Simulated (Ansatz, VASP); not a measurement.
**Cr: VASP beside Ansatz**

```
Cr
1.0
     0.00000    1.87680    1.84000
     1.87680    0.00000    1.84000
     1.87680    1.87680    0.00000
Cr
1
Direct
  0.00000 0.00000 0.00000
```

Change from the starting cell: strain +0.0200 x Voigt [1, 1, 0, 0, 0, 0], atoms carried along.

Alike in both runs: task single point; functional PBEsol; k mesh 22 × 22 × 22; occupations gaussian, width 0.15 eV; no spin polarisation.

|  | VASP | Ansatz |
| --- | --- | --- |
| version | VASP 6.6.1 | Ansatz 0.2.0 |
| potentials or method | VASP PAW PBE potentials, release 64 (Cr_pv), cutoff 520 eV | scalar-relativistic, plane waves, PAW |
| valence electrons in the cell | 12 | 14 |

VASP gave:

| Item | Value |
| --- | --- |
| gap on the k mesh at the Fermi level (eV) | none |
| pressure (GPa) | -25.0 |
| traceless stress, the component that is largest in VASP (GPa) | -3.55 |

Which values does Ansatz return?

gap on the k mesh at the Fermi level (eV): none; pressure (GPa): -24.7; traceless stress, the component that is largest in VASP (GPa): -3.59.

VASP's potentials were made for PBE, not for PBEsol. A gap of «none» marks a metal or a gap that the smearing closes. VASP's potentials hold 12 valence electrons a cell and Ansatz's 14, so a difference there can come from the potentials and not from the codes.
